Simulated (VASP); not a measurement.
Runs of VASP 6.6.1 on Te2Mo. The structure is that of space group P-6m2 (No. 187), or close to it. The cells are those of the table. 

| task | cell | gap on the mesh (eV) | pressure (GPa) | largest force (eV/Å) |
| --- | --- | --- | --- | --- |
| relaxation of shape and atoms at fixed volume | relaxed from a = 3.460, b = 3.460, c = 7.547 Å, angles 90.0, 90.0, 120.0°, 3 atoms | (b) | 1.1 | - |
| relaxation of cell and atoms | relaxed from a = 3.495, b = 3.495, c = 7.672 Å, angles 90.0, 90.0, 120.0°, 3 atoms | 0.97 | 0.0 | - |
| relaxation of shape and atoms at fixed volume | relaxed from a = 3.407, b = 3.407, c = 7.300 Å, angles 90.0, 90.0, 120.0°, 3 atoms | (a) | 4.8 | 0.01 |
| relaxation of shape and atoms at fixed volume | relaxed from a = 3.569, b = 3.569, c = 8.044 Å, angles 90.0, 90.0, 120.0°, 3 atoms | 1.10 | -1.5 | 0.01 |
| relaxation of shape and atoms at fixed volume | relaxed from a = 3.547, b = 3.547, c = 7.849 Å, angles 90.0, 90.0, 120.0°, 3 atoms | 1.09 | -1.3 | 0.01 |

Alike in all rows: level PBE+D3(BJ); potentials or basis VASP PAW PBE potentials, release 64 (Te, Mo_sv); no spin polarisation; k mesh 9 × 9 × 4; cutoff (eV) 600; smearing gaussian 0.02 eV.

Estimate the missing entries.

(a) 0.77; (b) 0.91.

Caveats: spin-orbit coupling is left out, which moves the levels of the heavy elements.

A k mesh can miss the band edges, and the runs leave out spin-orbit coupling on Mo, Te.
